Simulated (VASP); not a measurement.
A run of VASP 6.6.1:

File INCAR:

```
PREC     = Accurate       # precision mode
ENCUT    = 600            # plane-wave cutoff, eV
EDIFF    = 1E-7           # SCF threshold, eV
ISMEAR   = -1             # smearing method
SIGMA    = 0.05           # smearing width, eV
LREAL    = F              # projectors in reciprocal space
LASPH    = T              # aspherical terms in the spheres
NELM     = 80             # most SCF steps
ALGO     = Normal         # electronic algorithm
ISIF     = 3              # what is computed and relaxed
LWAVE    = F              # write WAVECAR
LCHARG   = F              # write CHGCAR
GGA      = PS             # functional
IBRION   = 2              # ionic algorithm
NSW      = 60             # ionic steps
EDIFFG   = -0.01          # ionic threshold
PSTRESS  = 200.0
```

File KPOINTS:

```
regular mesh
0
Gamma
  11 11 11
```

The input POSCAR:

```
Al
1.0
    0.0000000000      2.0248050000      2.0248050000
    2.0248050000      0.0000000000      2.0248050000
    2.0248050000      2.0248050000      0.0000000000
Al
1
Direct
    0.0000000000      0.0000000000      0.0000000000
```

Potentials or basis: VASP PAW PBE potentials, release 64 (Al).

Command:

```sh
$ cat potpaw_PBE.64/Al/POTCAR > POTCAR
$ mpirun -np 1 vasp_std > vasp.out
```

Hardware: 1 thread of AMD EPYC 7R13, with other jobs on the host.

Task: Estimate the wall time of this run.

Result: Run time: 27 s on 1 thread of AMD EPYC 7R13, on a shared host, peak memory 0.11 GiB. Counts: scf iterations 27, k points 56, ion steps 4.
